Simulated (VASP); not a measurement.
Crystal: Tl.

```
CELL_PARAMETERS angstrom
0.00000 2.46634 2.46634
2.46634 0.00000 2.46634
2.46634 2.46634 0.00000
ATOMIC_POSITIONS crystal
Tl 0.00000 0.00000 0.00000
```

| Quantity | Value |
| --- | --- |
| Program | VASP 6.6.1 |
| Task | relaxation of cell and atoms |
| Functional | BLYP |
| Potentials or basis | VASP PAW PBE potentials, release 64 (Tl_d) |
| Cutoff | 600 eV |
| k mesh | 7 × 7 × 7 |
| Occupations | methfessel-paxton, width 0.05 eV |
| Spin | non-collinear spin, typed start |
| Starting moments | [[-0.166, -0.065, -0.025]] μB |

At the start: pressure 5.2 GPa; volume 30.00 Å³/atom.

Question: How do energy, volume and symmetry change on relaxing?

Answer: Over 3 steps the energy falls by 75.4 meV/atom and the volume is 35.63 Å³/atom (+18.7 %); space group Fm-3m (No. 225, to 0.05 Å); moment 0.00 μB per cell.

Step by step:
```csv
step,energy change (eV),largest force (eV/Å),pressure (GPa),volume (Å³)
1,0.0000,0.0000,5.16,30.00
2,-0.0728,0.0000,0.68,34.40
3,-0.0754,0.0000,-0.03,35.63
```

Final structure:
```
Tl
1.0
     0.00000    2.61170    2.61170
     2.61170    0.00000    2.61170
     2.61170    2.61170    0.00000
Tl
1
Direct
  0.00000 0.00000 0.00000
```

Caveat: the volume moved by over 15 % at a fixed basis, so the end points are rough; the PAW data sets were made with another functional, which shifts forces and pressure a little.
